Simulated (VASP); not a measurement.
## Be: single point with PBE+D3(BJ)

Be:

```
Be
1.0
     2.15884    0.00000    0.00000
    -1.07942    1.86961    0.00000
     0.00000    0.00000    3.41260
Be
2
Direct
  0.27056 0.66667 0.25000
  0.72944 0.33333 0.75000
```

This cell differs from its parent crystal: atoms displaced along a vibrational mode, the cell strained.

```
Program                : VASP 6.6.1
Task                   : single point
Functional             : PBE
Dispersion             : D3(BJ)
Potentials or basis    : VASP PAW PBE potentials, release 64 (Be)
Cutoff                 : 520 eV
k mesh                 : 24 × 24 × 12
Occupations            : gaussian, width 0.15 eV
Spin                   : no spin polarisation
Dipole correction      : no
Further INCAR settings : ALGO = Fast; EDIFF = 1e-06; NBANDS = 9
```

The pressure is 13.5 GPa, the largest force is 1.179 eV/Å and the band gap on the k mesh is zero (bands 2 and 3 overlap by 2.18 eV). The dispersion energy per atom is -0.410 eV.

Forces on the atoms (eV/Å):
```
Be   1.119  0.371  0.000
Be  -1.119 -0.371  0.000
```

Stress tensor (GPa, compression positive):
```
 9.10 10.05  0.00
10.05 12.09  0.00
 0.00  0.00 19.33
```

Levels at points of the mesh, in eV from the Fermi level:
| k point | band 1 | band 2 | band 3 | band 4 | band 5 |
| --- | --- | --- | --- | --- | --- |
| (0.00, 0.00, 0.00) | -12.21 | -5.14 | 1.46 | 17.14 | 19.11 |
| (0.50, 0.00, 0.00) | -4.97 | -4.37 | 5.00 | 5.37 | 9.43 |
| (0.00, 0.50, 0.00) | -5.63 | -3.35 | 3.75 | 6.94 | 7.55 |
| (0.50, 0.50, 0.00) | -6.06 | -2.18 | 2.98 | 5.73 | 8.30 |
| (0.00, 0.00, 0.50) | -9.96 | -9.96 | 11.62 | 11.62 | 19.45 |
| (0.50, 0.00, 0.50) | -4.37 | -4.37 | 2.49 | 2.49 | 13.20 |
| (0.00, 0.50, 0.50) | -4.16 | -4.16 | 1.97 | 1.97 | 13.04 |
| (0.50, 0.50, 0.50) | -3.75 | -3.75 | 1.11 | 1.11 | 13.18 |

Run time: 93 s on 1 thread of Intel(R) Xeon(R) Platinum 8488C (Sapphire Rapids) (shared host), peak memory 0.32 GiB.

Caveat: the cell differs from its parent crystal (atoms displaced along a vibrational mode, the cell strained); the stress differs along the axes, from 9 to 19 GPa; forces of over 1 eV/Å act on the atoms, so gaps and moduli don't describe the material at rest.
